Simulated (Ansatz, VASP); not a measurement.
## Two plane-wave programs on MgS

```xyz
2
Lattice="0.0000 2.7317 2.6016 2.7317 0.0000 2.6016 2.7317 2.7317 0.0000" Properties=species:S:1:pos:R:3 pbc="T T T"
Mg    0.0000    0.0000    0.0000
S     2.7317    2.7317    2.6016
```

Change from the starting cell: strain +0.050 along x and y, +0.000 along z, atoms carried along.

Alike in both runs: task single point; functional PBE; k mesh 8 × 8 × 8; occupations gaussian, width 0.05 eV; no spin polarisation.

|  | VASP | Ansatz |
| --- | --- | --- |
| version | VASP 6.6.1 | Ansatz 0.2.0 |
| potentials or method | VASP PAW PBE potentials, release 64 (Mg, S), cutoff 520 eV | scalar-relativistic, plane waves, PAW |
| valence electrons in the cell | 8 | 16 |

|  | VASP | Ansatz | Ansatz less VASP |
| --- | --- | --- | --- |
| gap on the k mesh at the Fermi level (eV) | 2.38 | 2.40 | +0.019 |
| least direct gap on the mesh (eV) | 2.92 | 2.93 | +0.014 |
| pressure (GPa) | -5.1 | -4.8 | +0.26 |
| traceless stress, the component that is largest in VASP (GPa) | 2.03 | 2.05 | +0.025 |

VASP's potentials hold 8 valence electrons a cell and Ansatz's 16, so a difference there can come from the potentials and not from the codes.
